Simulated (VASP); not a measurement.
# Ag (Fm-3m) in VASP: settings compared

The runs below take Ag through single point, with PBE0, PBE.

All numbers are computed with VASP 6.6.1; they aren't measurements. Logs are shortened: lines on timing, memory, paths and dates and some standing lists are left out, and cuts for length are marked.

## 1. The cell of the first run

The structure is cubic, space group Fm-3m (No. 225). The conventional cell has a = 4.030 Å, b = 4.030 Å, c = 4.030 Å, α = 90.00°, β = 90.00°, γ = 90.00°. Ag (site symmetry m-3m) has 12 Ag at 2.85 Å within 3.8 Å.

## 2. Single point, PBE0

Contents of POSCAR:

```
Ag
1.0
    0.0000000000      2.0151418859      2.0151418859
    2.0151418859      0.0000000000      2.0151418859
    2.0151418859      2.0151418859      0.0000000000
Ag
1
Direct
    0.0000000000      0.0000000000      0.0000000000
```

Contents of INCAR.step1:

```
SYSTEM = Ag
PREC     = Accurate       ! precision mode
ENCUT    = 520            ! plane-wave cutoff, eV
EDIFF    = 1E-5           ! SCF threshold, eV
ISMEAR   = -1             ! smearing method
SIGMA    = 0.05           ! smearing width, eV
LREAL    = .False.        ! projectors in reciprocal space
LASPH    = .True.         ! aspherical terms in the spheres
NELM     = 60             ! most SCF steps
ALGO     = Normal         ! electronic algorithm
ISIF     = 2              ! what is computed and relaxed
LWAVE    = .True.         ! write WAVECAR
LCHARG   = .False.        ! write CHGCAR
NBANDS   = 12             ! bands
GGA      = PE             ! functional
```

Contents of INCAR.step2:

```
SYSTEM = Ag
PREC     = Accurate       ! precision mode
ENCUT    = 520            ! plane-wave cutoff, eV
EDIFF    = 1E-6           ! SCF threshold, eV
ISMEAR   = -1             ! smearing method
SIGMA    = 0.05           ! smearing width, eV
LREAL    = .False.        ! projectors in reciprocal space
LASPH    = .True.         ! aspherical terms in the spheres
NELM     = 60             ! most SCF steps
ALGO     = Normal         ! electronic algorithm
ISIF     = 2              ! what is computed and relaxed
LWAVE    = .False.        ! write WAVECAR
LCHARG   = .False.        ! write CHGCAR
GGA      = PE             ! functional
LHFCALC  = .True.         ! exact exchange
AEXX     = 0.25           ! exact-exchange fraction
PRECFOCK = Normal       
NBANDS   = 12             ! bands
ISTART   = 1
```

Contents of KPOINTS:

```
regular mesh
0
Gamma
  6 6 6
  0 0 0
```

Potentials or basis: VASP PAW PBE potentials, release 64 (Ag).

Started as:

```bash
> cat potpaw_PBE.64/Ag/POTCAR > POTCAR
> cp INCAR.step1 INCAR
> mpirun -np 1 vasp_std > vasp.out
> cp INCAR.step2 INCAR
> mpirun -np 1 vasp_std > vasp.out
```

OUTCAR:

```text
SYSTEM = Ag
   PREC = Accurate
   ENCUT = 520
   EDIFF = 1E-6
   ISMEAR = -1
   LREAL = .False.
   LASPH = .True.
   NELM = 60
   ISIF = 2
   GGA = PE
   LHFCALC = .True.
   AEXX = 0.25
   PRECFOCK = Normal
   ISTART = 1

 ion  position               nearest neighbor table
   1  0.000  0.000  0.000-

  LATTYP: Found a face centered cubic cell.
 ALAT       =     4.0302837718

  Lattice vectors:

 A1 = (   0.0000000000,   2.0151418859,   2.0151418859)
 A2 = (   2.0151418859,   0.0000000000,   2.0151418859)
 A3 = (   2.0151418859,   2.0151418859,   0.0000000000)

Analysis of symmetry for initial positions (statically):
=====================================================================
 Subroutine PRICEL returns:
 Original cell was already a primitive cell.

 Routine SETGRP: Setting up the symmetry group for a
 face centered cubic supercell.

 Subroutine GETGRP returns: Found 48 space group operations
 (whereof 48 operations were pure point group operations)
 out of a pool of 48 trial point group operations.

The static configuration has the point symmetry O_h .

Analysis of symmetry for dynamics (positions and initial velocities):
=====================================================================
 Subroutine PRICEL returns:
 Original cell was already a primitive cell.

 Routine SETGRP: Setting up the symmetry group for a
 face centered cubic supercell.

 Subroutine GETGRP returns: Found 48 space group operations
 (whereof 48 operations were pure point group operations)
 out of a pool of 48 trial point group operations.

The dynamic configuration has the point symmetry O_h .

 Subroutine INISYM returns: Found 48 space group operations
 (whereof 48 operations are pure point group operations),
 and found     1 'primitive' translations

----------------------------------------------------------------------------------------

                                     Primitive cell

  volume of cell :      16.3662

  direct lattice vectors                    reciprocal lattice vectors
     0.000000000  2.015141886  2.015141886    -0.248121486  0.248121486  0.248121486
     2.015141886  0.000000000  2.015141886     0.248121486 -0.248121486  0.248121486
     2.015141886  2.015141886  0.000000000     0.248121486  0.248121486 -0.248121486

  length of vectors
[... 83 lines left out ...]
   NUPDOWN=      -1.0000    fix difference up-down
   EMIN   =  10.00;   EMAX   =-10.00  energy-range for DOS
   EFERMI =   0.00;   METHOD = LEGACY
   ISMEAR =    -1;   SIGMA  =   0.05  broadening in eV -4-tet -1-fermi 0-gaus
   EFERMI_NEDOS =   21; number of points for ismear=-14 and -15
   IALGO  =     38    algorithm
   IMIX   =      1    mixing-type and parameters
     AMIX     =   0.40;   BMIX     =  1.00
     AMIX_MAG =   1.60;   BMIX_MAG =  1.00
  volume/ion in A,a.u.               =      16.37       110.44
  Fermi-wavevector in a.u.,A,eV,Ry     =   1.434025  2.709915 27.979403  2.056428
  Thomas-Fermi vector in A             =   2.553479
   LORBIT       =      0    0 simple, 1 ext, 2 COOP (PROOUT), +10 PAW based schemes
   GGA     = PE    functional components
   LHFCALC =     T    Hartree Fock is set to
   PRECFOCK=normal    Normal, Fast or Accurate (Low or Medium for compatibility)
   ENCUT4O =  -1.0   cutoff for four orbital integrals eV
   NKREDX  =     1    reduce k-point grid by
   NKREDY  =     1    reduce k-point grid by
   NKREDZ  =     1    reduce k-point grid by
   AEXX    =    0.2500 exact exchange contribution
   HFSCREEN=    0.0000 screening length (either q_TF or 0.3 A-1)
   HFSCREENC=   0.0000 screening length for correlation (either q_TF or 0.3 A-1)
   ENCUTFOCK=  -1.0 apply spherical cutoff to Coloumb kernel
   IVDW    =     0    specifies the selected vdW correction
   LEPSILON=     F    determine dielectric tensor
   LRPA    =     F    only Hartree local field effects (RPA)
 non-spin polarized calculation
  energy-cutoff  :      520.00
  volume of cell :       16.37
 maximum number of plane-waves:       459
 NGX is ok and might be reduce to    24
  NGX = 16; NGY = 16; NGZ = 16

 number of electron      11.0000002 magnetization

 Free energy of the ion-electron system (eV)
  ---------------------------------------------------
  ext. energy  EPLUGINS =         0.00000000
  ---------------------------------------------------
  free energy    TOTEN  =        -2.94694281 eV

  energy without entropy =       -2.93959133  energy(sigma->0) =       -2.94326707

 E-fermi :   8.5023     XC(G=0):  -9.7448

 val. band max:        8.4768032720   @ k =   0.5000   0.3333   0.1667
 cond. band min:       9.7538501969   @ k =   0.5000   0.1667   0.0000
 fundamental gap:      1.2770469248
 Fermi energy:         8.5023458766

 k-point     1 :       0.0000    0.0000    0.0000
  band No.  band energies     occupation
      1      -0.6037      2.00000
      2       2.1431      2.00000
      3       2.1431      2.00000
      4       2.1431      2.00000
      5       3.3019      2.00000
      6       3.3019      2.00000
      7      26.3337      0.00000
      8      30.3600      0.00000
      9      30.3600      0.00000
     10      30.3600      0.00000
     11      35.1007      0.00000
     12      36.9229      0.00000
[... 211 lines left out ...]
 k-point    16 :      -0.3333    0.5000    0.1667
  band No.  band energies     occupation
      1       0.8770      2.00000
      2       1.0922      2.00000
      3       2.9244      2.00000
      4       3.6230      2.00000
      5       4.5620      2.00000
      6      13.7790      0.00000
      7      17.3484      0.00000
      8      18.2844      0.00000
      9      18.9990      0.00000
     10      31.0186      0.00000
     11      33.1233      0.00000
     12      36.8134      0.00000

------------------------ aborting loop because EDIFF is reached ----------------------------------------

  FORCE on cell =-STRESS in cart. coord.  units (eV):
  Direction    XX          YY          ZZ          XY          YZ          ZX
  --------------------------------------------------------------------------------------
  -------------------------------------------------------------------------------------
  Total        0.9874745      0.9874745      0.9874745      0.0000000     -0.0000000      0.0000000
  in kB       96.6695237     96.6695237     96.6695237      0.0000000     -0.0000000      0.0000000
  external PRESSURE =      96.6695237 kB  Pullay stress =       0.0000000 kB

 VOLUME and BASIS-vectors are now :
 -----------------------------------------------------------------------------
  energy-cutoff  :      520.00
  volume of cell :       16.37
      direct lattice vectors                 reciprocal lattice vectors
     0.000000000  2.015141886  2.015141886    -0.248121486  0.248121486  0.248121486
     2.015141886  0.000000000  2.015141886     0.248121486 -0.248121486  0.248121486
     2.015141886  2.015141886  0.000000000     0.248121486  0.248121486 -0.248121486

 POSITION                                       TOTAL-FORCE (eV/Angst)
 -----------------------------------------------------------------------------------
      0.00000      0.00000      0.00000         0.000000      0.000000     -0.000000
 -----------------------------------------------------------------------------------
    total drift:                               -0.000000     -0.000000     -0.000000

  FREE ENERGIE OF THE ION-ELECTRON SYSTEM (eV)
  ---------------------------------------------------
  free  energy   TOTEN  =        -2.9469428147 eV

  energy  without entropy=       -2.9395913268  energy(sigma->0) =       -2.94326707
```

OSZICAR.step1:

```text
N       E                     dE             d eps       ncg     rms          rms(c)
DAV:   1     0.521634309324E+02    0.52163E+02   -0.54710E+03   392   0.825E+02
DAV:   2    -0.210899039453E+01   -0.54272E+02   -0.51091E+02   432   0.195E+02
DAV:   3    -0.286981134827E+01   -0.76082E+00   -0.76055E+00   448   0.248E+01
DAV:   4    -0.287197633096E+01   -0.21650E-02   -0.21649E-02   440   0.135E+00
DAV:   5    -0.287199248495E+01   -0.16154E-04   -0.16154E-04   460   0.109E-01    0.600E+00
DAV:   6    -0.262065157507E+01    0.25134E+00   -0.92448E-01   412   0.868E+00    0.379E+00
DAV:   7    -0.260992894207E+01    0.10723E-01   -0.14744E-02   440   0.112E+00    0.207E+00
DAV:   8    -0.260658780280E+01    0.33411E-02   -0.69561E-04   424   0.193E-01    0.110E-01
DAV:   9    -0.260659328360E+01   -0.54808E-05   -0.76010E-06   376   0.217E-02
   1 F= -.26065933E+01 E0= -.26028855E+01  d E =-.741557E-02
```

Wall time 6 min (1 thread of AMD EPYC 7R13 (Zen 3), shared host); peak memory 0.12 GiB.

Results:

```
Free energy : -2.9469 eV
Pressure    : 9.7 GPa
```

Caveat: the k points lie up to 0.45 Å⁻¹ apart; the PAW data sets were made with another functional, which shifts forces and pressure a little.

## 3. Single point, PBE

This run uses another cell than the first one, of 17.05 Å³/atom, 1.042 times its volume.

Contents of INCAR:

```
ALGO     = Normal         # electronic algorithm
EDIFF    = 1E-7           # SCF threshold, eV
ENCUT    = 520            # plane-wave cutoff, eV
GGA      = PE             # functional
ISIF     = 2              # what is computed and relaxed
ISMEAR   = -1             # smearing method
LASPH    = True           # aspherical terms in the spheres
LCHARG   = False          # write CHGCAR
LREAL    = False          # projectors in reciprocal space
LWAVE    = False          # write WAVECAR
NBANDS   = 12             # bands
NELM     = 80             # most SCF steps
PREC     = Accurate       # precision mode
SIGMA    = 0.02           # smearing width, eV
```

Contents of KPOINTS:

```
k-points
0
Gamma
  7 7 7
```

Contents of POSCAR:

```
Ag
1.0
    0.0000000000      2.0427500000      2.0427500000
    2.0427500000      0.0000000000      2.0427500000
    2.0427500000      2.0427500000      0.0000000000
Ag
1
Direct
    0.0000000000      0.0000000000      0.0000000000
```

Potentials or basis: VASP PAW PBE potentials, release 64 (Ag).

Started as:

```bash
> cat potpaw_PBE.64/Ag/POTCAR > POTCAR
> mpirun -np 1 vasp_std > vasp.out
```

Wall time 3.2 s (1 thread of Intel Xeon 6975P-C, shared host); peak memory 0.14 GiB.

The run converged. Its results:

```yaml
Free_energy: -2.7576 eV
Pressure: 4.2 GPa
```

Levels at points of the mesh, in eV from the Fermi level:
```tsv
k point	band 4	band 5	band 6	band 7	band 8	band 9
(0.00, 0.00, 0.00)	-5.22	-4.18	-4.18	15.62	19.19	19.19
```

Caveat: the k points lie up to 0.38 Å⁻¹ apart.

## 4. Single point, PBE

This run uses another cell than the first one, of 17.05 Å³/atom, 1.042 times its volume.

Contents of INCAR:

```
  PREC = Accurate
  ENCUT = 520
  EDIFF = 1E-7
  ISMEAR = 0
  SIGMA = 0.024
  LREAL = F
  LASPH = T
  NELM = 60
  ALGO = Normal
  ISIF = 2
  LWAVE = F
  LCHARG = F
  GGA = PE
  NBANDS = 12
```

Contents of KPOINTS:

```
Automatic mesh
0
Gamma
  11 11 11
```

POSCAR is that of step 3.

Started as:

```bash
> cat potpaw_PBE.64/Ag/POTCAR > POTCAR
> mpirun -np 1 vasp_std > vasp.out
```

Wall time 5.3 s (1 thread of Intel Xeon 6975P-C, shared host); peak memory 0.14 GiB.

The run converged. Its results:

```
Free energy : -2.7092 eV
Pressure    : 4.1 GPa
```

Levels at points of the mesh, in eV from the Fermi level:
```csv
k point,band 3,band 4,band 5,band 6,band 7,band 8,band 9,band 10
"(0.00, 0.00, 0.00)",-5.08,-5.08,-4.05,-4.05,15.76,19.34,19.34,19.34
```

## 5. Single point, PBE

This run uses another cell than the first one, of 17.05 Å³/atom, 1.042 times its volume.

Contents of INCAR:

```
ALGO = Normal
EDIFF = 1E-6
ENCUT = 520
GGA = PE
ISIF = 2
ISMEAR = 0
LASPH = True
LCHARG = False
LREAL = False
LWAVE = False
NBANDS = 12
NELM = 80
PREC = Accurate
SIGMA = 0.012
```

Contents of KPOINTS:

```
k-points
0
Gamma
  11 11 11
```

POSCAR is that of step 4.

Potentials or basis: VASP PAW PBE potentials, release 64 (Ag).

Started as:

```bash
> cat potpaw_PBE.64/Ag/POTCAR > POTCAR
> mpirun -np 1 vasp_std > vasp.out
```

OUTCAR:

```text
EDIFF = 1E-6
   ENCUT = 520
   GGA = PE
   ISIF = 2
   ISMEAR = 0
   LASPH = True
   LREAL = False
   NELM = 80
   PREC = Accurate

 ion  position               nearest neighbor table
   1  0.000  0.000  0.000-

  LATTYP: Found a face centered cubic cell.
 ALAT       =     4.0855000000

  Lattice vectors:

 A1 = (   0.0000000000,   2.0427500000,   2.0427500000)
 A2 = (   2.0427500000,   0.0000000000,   2.0427500000)
 A3 = (   2.0427500000,   2.0427500000,   0.0000000000)

Analysis of symmetry for initial positions (statically):
=====================================================================
 Subroutine PRICEL returns:
 Original cell was already a primitive cell.

 Routine SETGRP: Setting up the symmetry group for a
 face centered cubic supercell.

 Subroutine GETGRP returns: Found 48 space group operations
 (whereof 48 operations were pure point group operations)
 out of a pool of 48 trial point group operations.

The static configuration has the point symmetry O_h .

Analysis of symmetry for dynamics (positions and initial velocities):
=====================================================================
 Subroutine PRICEL returns:
 Original cell was already a primitive cell.

 Routine SETGRP: Setting up the symmetry group for a
 face centered cubic supercell.

 Subroutine GETGRP returns: Found 48 space group operations
 (whereof 48 operations were pure point group operations)
 out of a pool of 48 trial point group operations.

The dynamic configuration has the point symmetry O_h .

 Subroutine INISYM returns: Found 48 space group operations
 (whereof 48 operations are pure point group operations),
 and found     1 'primitive' translations

----------------------------------------------------------------------------------------

                                     Primitive cell

  volume of cell :      17.0481

[... 108 lines left out ...]
  Fermi-wavevector in a.u.,A,eV,Ry     =   1.414644  2.673290 27.228221  2.001218
  Thomas-Fermi vector in A             =   2.536165
   LORBIT       =      0    0 simple, 1 ext, 2 COOP (PROOUT), +10 PAW based schemes
   GGA     = PE    functional components
   LHFCALC =     F    Hartree Fock is set to
   AEXX    =    0.0000 exact exchange contribution
   IVDW    =     0    specifies the selected vdW correction
   LEPSILON=     F    determine dielectric tensor
   LRPA    =     F    only Hartree local field effects (RPA)
 non-spin polarized calculation
 Gauss-broadening in eV      SIGMA  =   0.01
  energy-cutoff  :      520.00
  volume of cell :       17.05
 maximum number of plane-waves:       477
 NGX is ok and might be reduce to    24
   NGX = 11   NGY = 11   NGZ = 11

 number of electron      10.9999999 magnetization

 Free energy of the ion-electron system (eV)
  ---------------------------------------------------
  ext. energy  EPLUGINS =         0.00000000
  ---------------------------------------------------
  free energy    TOTEN  =        -2.70918717 eV

  energy without entropy =       -2.70917183  energy(sigma->0) =       -2.70917950

 E-fermi :   8.7154     XC(G=0): -12.2133

 val. band max:        8.6406120377   @ k =  -0.4545   0.0909   0.0000
 cond. band min:       8.7326376746   @ k =   0.4545   0.3636   0.0000
 fundamental gap:      0.0920256369
 Fermi energy:         8.7153545637

 k-point     1 :       0.0000    0.0000    0.0000
  band No.  band energies     occupation
      1       0.6617      2.00000
      2       3.6136      2.00000
      3       3.6136      2.00000
      4       3.6136      2.00000
      5       4.6472      2.00000
      6       4.6472      2.00000
      7      24.4555      0.00000
      8      28.0355      0.00000
      9      28.0355      0.00000
     10      28.0355      0.00000
     11      32.8420      0.00000
     12      33.9807      0.00000
[... 331 lines left out ...]
 k-point    24 :      -0.1818    0.1818    0.0000
  band No.  band energies     occupation
      1       2.6923      2.00000
      2       3.2136      2.00000
      3       3.8294      2.00000
      4       4.2267      2.00000
      5       4.2584      2.00000
      6       5.7947      2.00000
      7      20.3628      0.00000
      8      20.7698      0.00000
      9      27.0596      0.00000
     10      28.8643      0.00000
     11      29.5461      0.00000
     12      33.0678      0.00000

 [... further k-points ...]
[... 5 lines left out ...]
  --------------------------------------------------------------------------------------
  -------------------------------------------------------------------------------------
  Total        0.4355138      0.4355138      0.4355138      0.0000000      0.0000000     -0.0000000
  in kB       40.9295403     40.9295403     40.9295403      0.0000000      0.0000000     -0.0000000
  external PRESSURE =      40.9295403 kB  Pullay stress =       0.0000000 kB

 VOLUME and BASIS-vectors are now :
 -----------------------------------------------------------------------------
  energy-cutoff  :      520.00
  volume of cell :       17.05
      direct lattice vectors                 reciprocal lattice vectors
     0.000000000  2.042750000  2.042750000    -0.244768082  0.244768082  0.244768082
     2.042750000  0.000000000  2.042750000     0.244768082 -0.244768082  0.244768082
     2.042750000  2.042750000  0.000000000     0.244768082  0.244768082 -0.244768082

 POSITION                                       TOTAL-FORCE (eV/Angst)
 -----------------------------------------------------------------------------------
      0.00000      0.00000      0.00000         0.000000      0.000000      0.000000
 -----------------------------------------------------------------------------------
    total drift:                               -0.000000      0.000000     -0.000000

  FREE ENERGIE OF THE ION-ELECTRON SYSTEM (eV)
  ---------------------------------------------------
  free  energy   TOTEN  =        -2.7091871711 eV

  energy  without entropy=       -2.7091718333  energy(sigma->0) =       -2.70917950
```

stdout:

```text
POSCAR found type information on POSCAR Ag
 POSCAR found :  1 types and       1 ions
 scaLAPACK will be used
 LDA part: xc-table for (Slater+PW92), standard interpolation
 POSCAR, INCAR and KPOINTS ok, starting setup
 FFT: planning ... GRIDC
 FFT: planning ... GRID_SOFT
 FFT: planning ... GRID
 WAVECAR not read
 entering main loop
```

Wall time 5.4 s (1 thread of Intel Xeon 6975P-C, shared host); peak memory 0.14 GiB.

Results:

```
Free energy : -2.7092 eV
Pressure    : 4.1 GPa
```

## 6. Overview

| level | cell | k mesh | smearing | grid for exact exchange (PRECFOCK) | gap on the mesh (eV) | pressure (GPa) |
| --- | --- | --- | --- | --- | --- | --- |
| PBE0 | a = 2.850 Å, angles 60.0°, 1 atom | 6 × 6 × 6 | fermi-dirac 0.05 eV | Normal | none | 9.7 |
| PBE | a = 2.889 Å, angles 60.0°, 1 atom | 7 × 7 × 7 | fermi-dirac 0.02 eV | - | none | 4.2 |
| PBE | a = 2.889 Å, angles 60.0°, 1 atom | 11 × 11 × 11 | gaussian 0.024 eV | - | none | 4.1 |
| PBE | a = 2.889 Å, angles 60.0°, 1 atom | 11 × 11 × 11 | gaussian 0.012 eV | - | none | 4.1 |

Alike in all rows: task single point; potentials or basis VASP PAW PBE potentials, release 64 (Ag); no spin polarisation; cutoff (eV) 520.

Caveats: some runs use coarse meshes; the PAW data sets were made with another functional, which shifts forces and pressure a little (some runs).

Absolute energies hang on the potentials; compare differences alone.
